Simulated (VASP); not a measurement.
# V (Im-3m) in VASP: single point with r2SCAN

Aim: the single point of V with r2SCAN.

Everything below comes from runs of VASP 6.6.1. Logs are shortened: lines on timing, memory, paths and dates and some standing lists are left out, and cuts for length are marked.

## 1. The cell of the first run

The structure is cubic, space group Im-3m (No. 229). Conventional cell: a = 3.035 Å, b = 3.035 Å, c = 3.035 Å, α = 90.00°, β = 90.00°, γ = 90.00°. Within 3.5 Å of V (site symmetry m-3m) lie 14 V at 2.63 to 3.04 Å.

## 2. Single point, r2SCAN

Input file POSCAR:

```
V
1.0
   -1.5177010000      1.5177010000      1.5177010000
    1.5177010000     -1.5177010000      1.5177010000
    1.5177010000      1.5177010000     -1.5177010000
V
1
Direct
    0.0000000000      0.0000000000      0.0000000000
```

Input file INCAR.step1:

```
  PREC = Accurate
  ENCUT = 550
  ISMEAR = -5
  SIGMA = 0.1
  LREAL = False
  LASPH = True
  NELM = 120
  NBANDS = 12
  GGA = PE
  ALGO = Normal
  EDIFF = 1E-5
  LWAVE = True
  LCHARG = False
  GGA_COMPAT = False
```

Input file INCAR.step2:

```
  PREC = Accurate
  ENCUT = 550
  EDIFF = 1E-6
  ISMEAR = -5
  SIGMA = 0.1
  LREAL = False
  LASPH = True
  NELM = 120
  ALGO = Normal
  ISIF = 2
  LWAVE = False
  LCHARG = False
  METAGGA = R2SCAN
  LMIXTAU = True
  NBANDS = 12
  ISTART = 1
  GGA_COMPAT = False
```

Input file KPOINTS:

```
Automatic mesh
0
Gamma
  12 12 12
```

Potentials or basis: VASP PAW PBE potentials, release 64 (V_sv).

The run is started by

```bash
$ cat potpaw_PBE.64/V_sv/POTCAR > POTCAR
$ cp INCAR.step1 INCAR
$ mpirun -np 1 vasp_std > vasp.out
$ cp INCAR.step2 INCAR
$ mpirun -np 1 vasp_std > vasp.out
```

OUTCAR:

```text
PREC = Accurate
   ENCUT = 550
   EDIFF = 1E-6
   ISMEAR = -5
   LREAL = False
   LASPH = True
   NELM = 120
   ISIF = 2
   METAGGA = R2SCAN
   ISTART = 1

 ion  position               nearest neighbor table
   1  0.000  0.000  0.000-

  LATTYP: Found a body centered cubic cell.
 ALAT       =     3.0354020000

  Lattice vectors:

 A1 = (  -1.5177010000,   1.5177010000,   1.5177010000)
 A2 = (   1.5177010000,  -1.5177010000,   1.5177010000)
 A3 = (   1.5177010000,   1.5177010000,  -1.5177010000)

Analysis of symmetry for initial positions (statically):
=====================================================================
 Subroutine PRICEL returns:
 Original cell was already a primitive cell.

 Routine SETGRP: Setting up the symmetry group for a
 body centered cubic supercell.

 Subroutine GETGRP returns: Found 48 space group operations
 (whereof 48 operations were pure point group operations)
 out of a pool of 48 trial point group operations.

The static configuration has the point symmetry O_h .

Analysis of symmetry for dynamics (positions and initial velocities):
=====================================================================
 Subroutine PRICEL returns:
 Original cell was already a primitive cell.

 Routine SETGRP: Setting up the symmetry group for a
 body centered cubic supercell.

 Subroutine GETGRP returns: Found 48 space group operations
 (whereof 48 operations were pure point group operations)
 out of a pool of 48 trial point group operations.

The dynamic configuration has the point symmetry O_h .

 Subroutine INISYM returns: Found 48 space group operations
 (whereof 48 operations are pure point group operations),
 and found     1 'primitive' translations

----------------------------------------------------------------------------------------

                                     Primitive cell

  volume of cell :      13.9836

  direct lattice vectors                    reciprocal lattice vectors
    -1.517701000  1.517701000  1.517701000     0.000000000  0.329445655  0.329445655
     1.517701000 -1.517701000  1.517701000     0.329445655  0.000000000  0.329445655
     1.517701000  1.517701000 -1.517701000     0.329445655  0.329445655  0.000000000

  length of vectors
     2.628735243  2.628735243  2.628735243     0.465906513  0.465906513  0.465906513

  position of ions in fractional coordinates (direct lattice)
     0.000000000  0.000000000  0.000000000

  ion indices of the primitive-cell ions
   primitive index   ion index
                 1           1

----------------------------------------------------------------------------------------

 KPOINTS: Automatic mesh

Automatic generation of k-mesh.
 Grid dimensions read from file:
 generate k-points for:   12   12   12

 Generating k-lattice:

  Cartesian coordinates                     Fractional coordinates (reciprocal lattice)
     0.000000000  0.027453805  0.027453805     0.083333333  0.000000000  0.000000000
     0.027453805  0.000000000  0.027453805     0.000000000  0.083333333  0.000000000
     0.027453805  0.027453805  0.000000000     0.000000000  0.000000000  0.083333333

  Length of vectors
     0.038825543  0.038825543  0.038825543

  Shift w.r.t. Gamma in fractional coordinates (k-lattice)
     0.000000000  0.000000000  0.000000000

 TETIRR: Found   1910 inequivalent tetrahedra from    10368

 Subroutine IBZKPT returns following result:
 ===========================================

 Found     72 irreducible k-points:

 Following reciprocal coordinates:
            Coordinates               Weight
  0.000000  0.000000  0.000000      1.000000
  0.083333  0.000000  0.000000     12.000000
  0.166667  0.000000  0.000000     12.000000
  0.250000  0.000000  0.000000     12.000000
  0.333333  0.000000  0.000000     12.000000
  0.416667  0.000000  0.000000     12.000000
[... 16 lines left out ...]
  0.333333  0.083333  0.083333     24.000000
  0.416667  0.083333  0.083333     12.000000
 [... further k-points ...]
   k-points           NKPTS =     72   k-points in BZ     NKDIM =     72   number of bands    NBANDS=     12
   number of dos      NEDOS =    301   number of ions     NIONS =      1
   total plane-waves  NPLWV =   8000
   dimension x,y,z NGX =    20 NGY =   20 NGZ =   20
   dimension x,y,z NGXF=    40 NGYF=   40 NGZF=   40
   ions per type =               1
   NGX,Y,Z   is equivalent  to a cutoff of  12.65, 12.65, 12.65 a.u.
   NGXF,Y,Z  is equivalent  to a cutoff of  25.30, 25.30, 25.30 a.u.
 SYSTEM =  unknown system
   PREC   = accura    normal or accurate (medium, high low for compatibility)
   ISTART =      1    job   : 0-new  1-cont  2-samecut
   ICHARG =      0    charge: 1-file 2-atom 10-const
   ISPIN  =      1    spin polarized calculation?
   LNONCOLLINEAR =      F non collinear calculations
   LSORBIT =      F    spin-orbit coupling
   LASPH  =      T    aspherical Exc in radial PAW
   ENCUT  =  550.0 eV  40.42 Ry    6.36 a.u.   5.03  5.03  5.03*2*pi/ulx,y,z
   NELM   =    120;   NELMIN=  2; NELMDL=  0     # of ELM steps
   EDIFF  = 0.1E-05   stopping-criterion for ELM
   LREAL  =      F    real-space projection
[... 7 lines left out ...]
   TEBEG  =    0.0;   TEEND  =   0.0 temperature during run
   PSTRESS=    0.0 pullay stress
   NELECT =      13.0000    total number of electrons
   NUPDOWN=      -1.0000    fix difference up-down
   EMIN   =  10.00;   EMAX   =-10.00  energy-range for DOS
   EFERMI =   0.00;   METHOD = LEGACY
   ISMEAR =    -5;   SIGMA  =   0.10  broadening in eV -4-tet -1-fermi 0-gaus
   EFERMI_NEDOS =   21; number of points for ismear=-14 and -15
   IALGO  =     38    algorithm
   IMIX   =      4    mixing-type and parameters
     AMIX     =   0.40;   BMIX     =  1.00
     AMIX_MAG =   1.60;   BMIX_MAG =  1.00
  volume/ion in A,a.u.               =      13.98        94.37
  Fermi-wavevector in a.u.,A,eV,Ry     =   1.597778  3.019362 34.734233  2.552894
  Thomas-Fermi vector in A             =   2.695331
   LORBIT       =      0    0 simple, 1 ext, 2 COOP (PROOUT), +10 PAW based schemes
   METAGGA = R2SCAN    functional components
   LHFCALC =     F    Hartree Fock is set to
   AEXX    =    0.0000 exact exchange contribution
   IVDW    =     0    specifies the selected vdW correction
   LEPSILON=     F    determine dielectric tensor
   LRPA    =     F    only Hartree local field effects (RPA)
 non-spin polarized calculation
 Fermi weights with tetrahedron method with Bloechl corrections
  energy-cutoff  :      550.00
  volume of cell :       13.98
 maximum number of plane-waves:       420
   NGX =  9   NGY =  9   NGZ =  9

 number of electron      12.9999999 magnetization

 Free energy of the ion-electron system (eV)
  ---------------------------------------------------
  ext. energy  EPLUGINS =         0.00000000
  ---------------------------------------------------
  free energy    TOTEN  =       -14.11019281 eV

  energy without entropy =      -14.11019281  energy(sigma->0) =      -14.11019281

 E-fermi :   9.1902     XC(G=0): -13.8419

 val. band max:        9.2912131524   @ k =   0.4167   0.1667   0.0000
 cond. band min:       9.1893588196   @ k =   0.1667   0.0833   0.0000
 fundamental gap:     -0.1018543328
 Fermi energy:         9.1901522669

 k-point     1 :       0.0000    0.0000    0.0000
  band No.  band energies     occupation
      1     -57.1813      2.00000
      2     -29.3893      2.00000
      3     -29.3893      2.00000
      4     -29.3893      2.00000
      5       2.2249      2.00000
      6       9.6666      0.00000
      7       9.6666      0.00000
      8       9.6666      0.00000
      9      11.7513      0.00000
     10      11.7513      0.00000
     11      30.1506      0.00000
     12      30.1506      0.00000

 k-point     2 :       0.0833    0.0000    0.0000
  band No.  band energies     occupation
      1     -57.1695      2.00000
      2     -29.4473      2.00000
      3     -29.4070      2.00000
      4     -29.3897      2.00000
      5       2.5075      2.00000
      6       9.5486     -0.01838
      7       9.6353     -0.00211
      8       9.8613      0.00000
      9      11.6214      0.00000
     10      11.7587      0.00000
     11      29.5661      0.00000
     12      30.0698      0.00000

 k-point     3 :       0.1667    0.0000    0.0000
  band No.  band energies     occupation
      1     -57.1372      2.00000
      2     -29.6041      2.00000
      3     -29.4550      2.00000
      4     -29.3908      2.00000
      5       3.3053      2.00000
      6       9.2386      0.66261
      7       9.4739     -0.15902
      8      10.4177      0.00000
      9      11.4138      0.00000
     10      11.7897      0.00000
     11      27.9009      0.00000
     12      29.4516      0.00000
[... 286 lines left out ...]
 k-point    23 :       0.3333    0.0833    0.0833
  band No.  band energies     occupation
      1     -57.0103      2.00000
      2     -30.1276      2.00000
      3     -29.6604      2.00000
      4     -29.4470      2.00000
      5       6.3952      2.00000
      6       8.0937      2.00000
      7       9.2783      0.95475
      8      11.7693      0.00000
      9      12.0781      0.00000
     10      14.0302      0.00000
     11      20.3704      0.00000
     12      24.7278      0.00000

 k-point    24 :       0.4167    0.0833    0.0833
  band No.  band energies     occupation
      1     -56.9996      2.00000
      2     -30.1640      2.00000
      3     -29.6866      2.00000
      4     -29.4486      2.00000
      5       6.4373      2.00000
      6       8.0164      2.00000
      7       9.7251     -0.16658
      8      11.8147      0.00000
      9      12.1176      0.00000
     10      14.5500      0.00000
     11      19.2556      0.00000
     12      24.4442      0.00000

 [... further k-points ...]

------------------------ aborting loop because EDIFF is reached ----------------------------------------

  FORCE on cell =-STRESS in cart. coord.  units (eV):
  Direction    XX          YY          ZZ          XY          YZ          ZX
  --------------------------------------------------------------------------------------
  -------------------------------------------------------------------------------------
  Total       -0.7610389     -0.7610389     -0.7610389     -0.0000000      0.0000000     -0.0000000
  in kB      -87.1964496    -87.1964496    -87.1964496     -0.0000000      0.0000000     -0.0000000
  external PRESSURE =     -87.1964496 kB  Pullay stress =       0.0000000 kB

 VOLUME and BASIS-vectors are now :
 -----------------------------------------------------------------------------
  energy-cutoff  :      550.00
  volume of cell :       13.98
      direct lattice vectors                 reciprocal lattice vectors
    -1.517701000  1.517701000  1.517701000     0.000000000  0.329445655  0.329445655
     1.517701000 -1.517701000  1.517701000     0.329445655  0.000000000  0.329445655
     1.517701000  1.517701000 -1.517701000     0.329445655  0.329445655  0.000000000

 POSITION                                       TOTAL-FORCE (eV/Angst)
 -----------------------------------------------------------------------------------
      0.00000      0.00000      0.00000        -0.000000     -0.000000     -0.000000
 -----------------------------------------------------------------------------------
    total drift:                               -0.000000     -0.000000      0.000000

  FREE ENERGIE OF THE ION-ELECTRON SYSTEM (eV)
  ---------------------------------------------------
  free  energy   TOTEN  =       -14.1101928077 eV

  energy  without entropy=      -14.1101928077  energy(sigma->0) =      -14.11019281
```

Run time: 68 s. Hardware: 1 thread of AMD EPYC 7R43 (Zen 3), shared host; peak memory 0.1 GiB.

What came out:

* Free energy: -14.1102 eV
* Pressure: -8.7 GPa
* Band gap on the k mesh: zero (an odd number of electrons rules out a gap without spin polarisation)

Levels at points of the mesh, in eV from the Fermi level:
```tsv
k point	band 2	band 3	band 4	band 5	band 6	band 7	band 8	band 9	band 10	band 11
(0.00, 0.00, 0.00)	-38.58	-38.58	-38.58	-6.97	0.48	0.48	0.48	2.56	2.56	20.96
(0.50, 0.00, 0.00)	-39.41	-38.84	-38.59	-3.20	-1.07	1.39	2.52	2.91	4.08	10.13
(0.50, 0.50, 0.50)	-39.15	-39.15	-39.15	-2.92	-2.92	3.70	3.70	3.70	10.29	10.29
```

Caveat: the cell stands under tension; the PAW data sets were made with another functional, which shifts forces and pressure a little; tetrahedron occupations give inexact forces and stress in metals.
